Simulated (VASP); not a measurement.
BePd, 2 atoms in the cell. Symmetry: Pm-3m, No. 221, cubic system. The conventional cell has a = 2.883 Å, b = 2.883 Å, c = 2.883 Å, α = 90.00°, β = 90.00°, γ = 90.00°. Be (site symmetry m-3m) has 8 Pd at 2.50 Å and 6 Be at 2.88 Å within 3.3 Å. Pd (site symmetry m-3m) has 8 Be at 2.50 Å and 6 Pd at 2.88 Å within 3.3 Å.  This cell differs from its parent crystal: strain +0.025 along x and y, +0.025 along z.

* Program: VASP 6.6.1
* Task: single point
* Functional: PBEsol
* Potentials or basis: VASP PAW PBE potentials, release 64 (Be, Pd)
* Cutoff: 520 eV
* k mesh: 16 × 16 × 16
* Occupations: gaussian, width 0.15 eV
* Spin: no spin polarisation
* Dipole correction: no
* Further INCAR settings: ALGO = Fast; EDIFF = 1e-06; NBANDS = 13

Potentials or basis: VASP PAW PBE potentials, release 64 (Be, Pd).

Launch:

```sh
$ cat potpaw_PBE.64/Be/POTCAR potpaw_PBE.64/Pd/POTCAR > POTCAR
$ mpirun -np 1 vasp_std > vasp.out
```

Hardware: 1 thread of Intel(R) Xeon(R) Platinum 8259CL CPU @ 2.50GHz (Skylake/Cascade Lake), with other jobs on the host.

Question: Estimate the wall time of this run.

Answer: It took 27 s on 1 thread of Intel(R) Xeon(R) Platinum 8259CL CPU @ 2.50GHz (Skylake/Cascade Lake), on a shared host, peak memory 0.18 GiB. Counts: scf iterations 12, k points 165.
